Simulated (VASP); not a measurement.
# Ga: single point with PBE0

Crystal: Ga.

```xyz
1
Lattice="2.7522 0.0000 0.0000 0.0000 2.7522 0.0000 0.0000 0.0000 2.7522" Properties=species:S:1:pos:R:3 pbc="T T T"
Ga    0.0000    0.0000    0.0000
```

```yaml
Program: VASP 6.6.1
Task: single point
Functional: PBE0
Potentials_or_basis: VASP PAW PBE potentials, release 64 (Ga_d)
Cutoff: 520 eV
k_mesh: 5 × 5 × 5
Occupations: fermi-dirac, width 0.05 eV
Spin: no spin polarisation
Dipole_correction: no
Grid_for_exact_exchange_PRECFOCK: Normal
Further_INCAR_settings: ALGO = Normal; EDIFF = 1e-06; NBANDS = 12
```

The pressure is -3.3 GPa.

Levels at points of the mesh, in eV from the Fermi level:
| k point | band 2 | band 3 | band 4 | band 5 | band 6 | band 7 | band 8 | band 9 | band 10 | band 11 |
| --- | --- | --- | --- | --- | --- | --- | --- | --- | --- | --- |
| (0.00, 0.00, 0.00) | -18.13 | -17.67 | -17.67 | -17.67 | -11.86 | 10.21 | 10.21 | 10.21 | 12.97 | 12.97 |

It took 6.2 min on 1 thread of AMD EPYC 7R43 64-Core Processor (Zen 3) (shared host), peak memory 0.09 GiB.

Caveat: the k points lie up to 0.46 Å⁻¹ apart; the PAW data sets were made with another functional, which shifts forces and pressure a little.
